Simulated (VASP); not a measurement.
# CaS3 (P4/mmm) in VASP: relaxation of cell and atoms with PBE

Aim: the relaxation of cell and atoms of CaS3 with PBE.

Everything below comes from runs of VASP 6.6.1. Logs are shortened: lines on timing, memory, paths and dates and some standing lists are left out, and cuts for length are marked.

## (1) The cell of the first run

The structure is tetragonal, space group P4/mmm (No. 123). The conventional cell has a = 4.623 Å, b = 4.623 Å, c = 3.508 Å, α = 90.00°, β = 90.00°, γ = 90.00°. Ca (site symmetry 4/mmm) has 12 S at 2.90 to 3.27 Å and 2 Ca at 3.51 Å within 3.8 Å. Within 3.8 Å of S (site symmetry 4/mmm) lie 10 S at 2.90 to 3.51 Å and 4 Ca at 3.27 Å. S (site symmetry mmm) has 4 Ca at 2.90 Å and 10 S at 2.90 to 3.51 Å within 3.8 Å.

## (2) Relaxation of cell and atoms, PBE

INCAR

```
  PREC = Accurate
  ENCUT = 600
  EDIFF = 1E-6
  ISMEAR = 0
  SIGMA = 0.1
  LREAL = F
  LASPH = T
  NELM = 100
  ALGO = Normal
  ISIF = 3
  LWAVE = F
  LCHARG = F
  GGA = PE
  IBRION = 2
  NSW = 100
  EDIFFG = -0.01
```

KPOINTS

```
Automatic mesh
0
Gamma
  10 10 14
```

POSCAR

```
CaS3
1.0
    4.6229978555      0.0000000000      0.0000000000
    0.0000000000      4.6229978555      0.0000000000
    0.0000000000      0.0000000000      3.5079456001
Ca S
1 3
Direct
    0.0000000000      0.0000000000      0.0000000000
    0.5000000000      0.5000000000      0.0000000000
    0.0000000000      0.5000000000      0.5000000000
    0.5000000000      0.0000000000      0.5000000000
```

Potentials or basis: VASP PAW PBE potentials, release 64 (Ca_sv, S).

Launch:

```console
> cat potpaw_PBE.64/Ca_sv/POTCAR potpaw_PBE.64/S/POTCAR > POTCAR
> mpirun -np 1 vasp_std > vasp.out
```

OUTCAR:

```text
PREC = Accurate
   ENCUT = 600
   EDIFF = 1E-6
   ISMEAR = 0
   LREAL = F
   LASPH = T
   NELM = 100
   ISIF = 3
   GGA = PE
   IBRION = 2
   NSW = 100
   EDIFFG = -0.01

 ion  position               nearest neighbor table
   1  0.000  0.000  0.000-   3 2.90   4 2.90   3 2.90   4 2.90   3 2.90   3 2.90   4 2.90   4 2.90

   2  0.500  0.500  0.000-
   3  0.000  0.500  0.500-   1 2.90   1 2.90   1 2.90   1 2.90
   4  0.500  0.000  0.500-   1 2.90   1 2.90   1 2.90   1 2.90

  LATTYP: Found a simple tetragonal cell.
 ALAT       =     4.6229978555
 C/A-ratio  =     0.7588032073

  Lattice vectors:

 A1 = (   4.6229978555,   0.0000000000,   0.0000000000)
 A2 = (   0.0000000000,   4.6229978555,   0.0000000000)
 A3 = (   0.0000000000,   0.0000000000,   3.5079456001)

Analysis of symmetry for initial positions (statically):
=====================================================================
 Subroutine PRICEL returns:
 Original cell was already a primitive cell.

 Routine SETGRP: Setting up the symmetry group for a
 simple tetragonal supercell.

 Subroutine GETGRP returns: Found 16 space group operations
 (whereof 16 operations were pure point group operations)
 out of a pool of 16 trial point group operations.

The static configuration has the point symmetry D_4h.

Analysis of symmetry for dynamics (positions and initial velocities):
=====================================================================
 Subroutine PRICEL returns:
 Original cell was already a primitive cell.

 Routine SETGRP: Setting up the symmetry group for a
 simple tetragonal supercell.

 Subroutine GETGRP returns: Found 16 space group operations
 (whereof 16 operations were pure point group operations)
 out of a pool of 16 trial point group operations.

The dynamic configuration has the point symmetry D_4h.

 Subroutine INISYM returns: Found 16 space group operations
 (whereof 16 operations are pure point group operations),
 and found     1 'primitive' translations

----------------------------------------------------------------------------------------

                                     Primitive cell

  volume of cell :      74.9722

  direct lattice vectors                    reciprocal lattice vectors
     4.622997856  0.000000000  0.000000000     0.216309856  0.000000000  0.000000000
     0.000000000  4.622997856  0.000000000     0.000000000  0.216309856  0.000000000
     0.000000000  0.000000000  3.507945600     0.000000000  0.000000000  0.285067134

  length of vectors
     4.622997856  4.622997856  3.507945600     0.216309856  0.216309856  0.285067134

  position of ions in fractional coordinates (direct lattice)
     0.000000000  0.000000000  0.000000000
     0.500000000  0.500000000  0.000000000
     0.000000000  0.500000000  0.500000000
     0.500000000  0.000000000  0.500000000

  ion indices of the primitive-cell ions
   primitive index   ion index
                 1           1
                 2           2
                 3           3
                 4           4

----------------------------------------------------------------------------------------

 KPOINTS: Automatic mesh

Automatic generation of k-mesh.
 Grid dimensions read from file:
 generate k-points for:   10   10   14

 Generating k-lattice:

  Cartesian coordinates                     Fractional coordinates (reciprocal lattice)
     0.021630986  0.000000000  0.000000000     0.100000000  0.000000000  0.000000000
     0.000000000  0.021630986  0.000000000     0.000000000  0.100000000  0.000000000
     0.000000000  0.000000000  0.020361938     0.000000000  0.000000000  0.071428571

  Length of vectors
     0.021630986  0.021630986  0.020361938

  Shift w.r.t. Gamma in fractional coordinates (k-lattice)
     0.000000000  0.000000000  0.000000000

 Subroutine IBZKPT returns following result:
 ===========================================

 Found    168 irreducible k-points:

 Following reciprocal coordinates:
            Coordinates               Weight
  0.000000  0.000000  0.000000      1.000000
  0.100000  0.000000  0.000000      4.000000
  0.200000  0.000000  0.000000      4.000000
  0.300000  0.000000  0.000000      4.000000
  0.400000  0.000000  0.000000      4.000000
  0.500000  0.000000  0.000000      2.000000
[... 16 lines left out ...]
  0.100000  0.000000  0.071429      8.000000
  0.200000  0.000000  0.071429      8.000000
 [... further k-points ...]
   k-points           NKPTS =    168   k-points in BZ     NKDIM =    168   number of bands    NBANDS=     18
   number of dos      NEDOS =    301   number of ions     NIONS =      4
   total plane-waves  NPLWV =  44800
   dimension x,y,z NGX =    40 NGY =   40 NGZ =   28
   dimension x,y,z NGXF=    80 NGYF=   80 NGZF=   56
   ions per type =               1   3
   NGX,Y,Z   is equivalent  to a cutoff of  14.38, 14.38, 13.27 a.u.
   NGXF,Y,Z  is equivalent  to a cutoff of  28.77, 28.77, 26.54 a.u.
 SYSTEM =  unknown system
   PREC   = accura    normal or accurate (medium, high low for compatibility)
   ISTART =      0    job   : 0-new  1-cont  2-samecut
   ICHARG =      2    charge: 1-file 2-atom 10-const
   ISPIN  =      1    spin polarized calculation?
   LNONCOLLINEAR =      F non collinear calculations
   LSORBIT =      F    spin-orbit coupling
   LASPH  =      T    aspherical Exc in radial PAW
   ENCUT  =  600.0 eV  44.10 Ry    6.64 a.u.   9.23  9.23  7.01*2*pi/ulx,y,z
   NELM   =    100;   NELMIN=  2; NELMDL= -5     # of ELM steps
   EDIFF  = 0.1E-05   stopping-criterion for ELM
   LREAL  =      F    real-space projection
   EDIFFG = -.1E-01   stopping-criterion for IOM
   NSW    =    100    number of steps for IOM
   IBRION =      2    ionic relax: 0-MD 1-quasi-New 2-CG
   NFREE  =      1    steps in history (QN), initial steepest desc. (CG)
   ISIF   =      3    stress and relaxation
   ISYM   =      2    0-nonsym 1-usesym 2-fastsym
   POTIM  = 0.5000    time-step for ionic-motion
   TEBEG  =    0.0;   TEEND  =   0.0 temperature during run
   PSTRESS=    0.0 pullay stress
   NELECT =      28.0000    total number of electrons
   NUPDOWN=      -1.0000    fix difference up-down
   EMIN   =  10.00;   EMAX   =-10.00  energy-range for DOS
   EFERMI =   0.00;   METHOD = LEGACY
   ISMEAR =     0;   SIGMA  =   0.10  broadening in eV -4-tet -1-fermi 0-gaus
   EFERMI_NEDOS =   21; number of points for ismear=-14 and -15
   IALGO  =     38    algorithm
   IMIX   =      4    mixing-type and parameters
     AMIX     =   0.40;   BMIX     =  1.00
     AMIX_MAG =   1.60;   BMIX_MAG =  1.00
  volume/ion in A,a.u.               =      18.74       126.48
  Fermi-wavevector in a.u.,A,eV,Ry     =   1.178946  2.227886 18.910940  1.389915
  Thomas-Fermi vector in A             =   2.315266
   LORBIT       =      0    0 simple, 1 ext, 2 COOP (PROOUT), +10 PAW based schemes
   GGA     = PE    functional components
   LHFCALC =     F    Hartree Fock is set to
   AEXX    =    0.0000 exact exchange contribution
   IVDW    =     0    specifies the selected vdW correction
   LEPSILON=     F    determine dielectric tensor
   LRPA    =     F    only Hartree local field effects (RPA)
 conjugate gradient relaxation of ions
 non-spin polarized calculation
 Gauss-broadening in eV      SIGMA  =   0.10
  energy-cutoff  :      600.00
  volume of cell :       74.97
 maximum number of plane-waves:      2540
 NGX is ok and might be reduce to    40
   NGX = 19   NGY = 19   NGZ = 15

--------------------------------------- Ionic step        1  -------------------------------------------

 number of electron      28.0000005 magnetization

 Free energy of the ion-electron system (eV)
  ---------------------------------------------------
  ext. energy  EPLUGINS =         0.00000000
  ---------------------------------------------------
  free energy    TOTEN  =       -15.83088592 eV

  energy without entropy =      -15.82022553  energy(sigma->0) =      -15.82555573

------------------------ aborting loop because EDIFF is reached ----------------------------------------

  FORCE on cell =-STRESS in cart. coord.  units (eV):
  Direction    XX          YY          ZZ          XY          YZ          ZX
  --------------------------------------------------------------------------------------
  -------------------------------------------------------------------------------------
  Total        0.0213658      0.0213658      0.4615236      0.0000000      0.0000000      0.0000000
  in kB        0.4565935      0.4565935      9.8628919      0.0000000      0.0000000      0.0000000
  external PRESSURE =       3.5920263 kB  Pullay stress =       0.0000000 kB
[... 175 lines left out ...]
  energy  without entropy=      -15.8225360852  energy(sigma->0) =      -15.82805678

--------------------------------------- Ionic step        6  -------------------------------------------

 number of electron      28.0000004 magnetization

 Free energy of the ion-electron system (eV)
  ---------------------------------------------------
  ext. energy  EPLUGINS =         0.00000000
  ---------------------------------------------------
  free energy    TOTEN  =       -15.83364463 eV

  energy without entropy =      -15.82256802  energy(sigma->0) =      -15.82810633

 E-fermi :   5.3583     XC(G=0): -10.3304

 val. band max:        5.3528422035   @ k =   0.1000   0.1000   0.1429
 cond. band min:       5.3613090341   @ k =   0.5000   0.2000   0.3571
 fundamental gap:      0.0084668306
 Fermi energy:         5.3582915462

 k-point     1 :       0.0000    0.0000    0.0000
  band No.  band energies     occupation
      1     -34.7154      2.00000
      2     -15.7620      2.00000
      3     -15.7620      2.00000
      4     -15.6709      2.00000
      5      -9.2234      2.00000
      6      -6.1885      2.00000
[... 10 lines left out ...]
     17       7.4904      0.00000
     18       8.3698      0.00000
[... 466 lines left out ...]
      2     -15.7785      2.00000
      3     -15.7593      2.00000
      4     -15.6826      2.00000
      5      -8.9834      2.00000
      6      -6.3902      2.00000
[... 10 lines left out ...]
     17       8.2737      0.00000
     18       9.1721      0.00000

 [... further k-points ...]
[... 5 lines left out ...]
  --------------------------------------------------------------------------------------
  -------------------------------------------------------------------------------------
  Total       -0.0007079     -0.0007079      0.0008659      0.0000000      0.0000000      0.0000000
  in kB       -0.0150366     -0.0150366      0.0183918      0.0000000      0.0000000      0.0000000
  external PRESSURE =      -0.0038938 kB  Pullay stress =       0.0000000 kB
[... 19 lines left out ...]
  FREE ENERGIE OF THE ION-ELECTRON SYSTEM (eV)
  ---------------------------------------------------
  free  energy   TOTEN  =       -15.8336446343 eV

  energy  without entropy=      -15.8225680161  energy(sigma->0) =      -15.82810633

 reached required accuracy - stopping structural energy minimisation
```

Run time: 6.8 min. Hardware: 1 thread of Intel Xeon 6975P-C (Granite Rapids), shared host; peak memory 0.41 GiB.

Results:

- Free energy: -15.8336 eV
- Relaxed volume: 18.86 Å³/atom
- Relaxed cell: a = 4.608 Å, b = 4.608 Å, c = 3.552 Å, α = 90.00°, β = 90.00°, γ = 90.00°
- Space group after relaxing (to 0.05 Å): P4/mmm (No. 123)
- Energy gained by relaxing: 0.7 meV/atom
- Ionic steps: 6
- Pressure after relaxing: 0.0 GPa
- Band gap on the k mesh: zero (band 14 reaches 6.61 eV, above the bottom of band 15 at 4.40 eV)

Step by step:
| step | energy change (eV) | largest force (eV/Å) | pressure (GPa) | volume (Å³) |
| --- | --- | --- | --- | --- |
| 1 | 0.0000 | 0.0000 | 0.36 | 74.97 |
| 2 | -0.0018 | 0.0000 | -0.02 | 75.43 |
| 3 | -0.0020 | 0.0000 | -0.31 | 75.78 |
| 4 | -0.0020 | 0.0000 | -0.26 | 75.72 |
| 5 | -0.0027 | 0.0000 | -0.08 | 75.52 |
| 6 | -0.0028 | 0.0000 | 0.00 | 75.43 |

Final structure:
```xyz
4
Lattice="4.6083 0.0000 0.0000 0.0000 4.6083 0.0000 0.0000 0.0000 3.5521" Properties=species:S:1:pos:R:3 pbc="T T T"
Ca    0.0000    0.0000    0.0000
S     2.3041    2.3041    0.0000
S     0.0000    2.3041    1.7760
S     2.3041    0.0000    1.7760
```
